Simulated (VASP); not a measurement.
The system is ZnS.

```
CELL_PARAMETERS angstrom
0.00000 2.72200 2.72200
2.72200 0.00000 2.72200
2.72200 2.72200 0.00000
ATOMIC_POSITIONS crystal
Zn 0.25000 0.25000 0.25000
S 0.00000 0.00000 0.00000
```

Base run:

* Program: VASP 6.6.1
* Functional: PBE
* Potentials or basis: VASP PAW PBE potentials, release 64 (Zn, S)
* Cutoff: 500 eV
* k mesh: 6 × 6 × 6
* Occupations: gaussian, width 0.05 eV
* Spin: no spin polarisation

Its results: band gap on the k mesh 2.02 eV; pressure 0.1 GPa.

Task: The run is repeated on the same cell with these changes: functional from PBE to r2SCAN; cutoff from 500 eV to 550 eV. What comes out?

Result: Band gap on the k mesh 2.57 eV; pressure -2.2 GPa.

Caveats: the PAW data sets were made with another functional, which shifts forces and pressure a little (at least some runs).

